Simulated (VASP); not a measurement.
SnO2, 3 atoms in the cell. Symmetry: R-3m, No. 166, trigonal system. The conventional cell has a = 3.145 Å, b = 3.145 Å, c = 14.350 Å, α = 90.00°, β = 90.00°, γ = 120.00°. Within 2.9 Å of Sn (site symmetry -3m) lie 6 O at 2.19 Å. Within 3.2 Å of O (site symmetry 3m) lie 3 Sn at 2.19 Å and 12 O at 2.95 to 3.14 Å.  This cell differs from its parent crystal: atoms shifted along a free coordinate.

* Program: VASP 6.6.1
* Task: single point
* Functional: PBE
* Potentials or basis: VASP PAW PBE potentials, release 64 (Sn_d, O)
* Cutoff: 520 eV
* k mesh: 12 × 12 × 12
* Occupations: gaussian, width 0.05 eV
* Spin: no spin polarisation
* Dipole correction: no
* Further INCAR settings: ALGO = Normal; EDIFF = 1e-06; NBANDS = 20

Potentials or basis: VASP PAW PBE potentials, release 64 (Sn_d, O).

The run is started by

```console
$ cat potpaw_PBE.64/Sn_d/POTCAR potpaw_PBE.64/O/POTCAR > POTCAR
$ mpirun -np 1 vasp_std > vasp.out
```

Hardware: 1 thread of Intel(R) Xeon(R) 6975P-C (Granite Rapids) (shared host).

Question: Estimate the wall time of this run.

Answer: Wall time 2.5 min on 1 thread of Intel(R) Xeon(R) 6975P-C (Granite Rapids) (shared host), peak memory 0.33 GiB. Counts: scf iterations 13, k points 189.
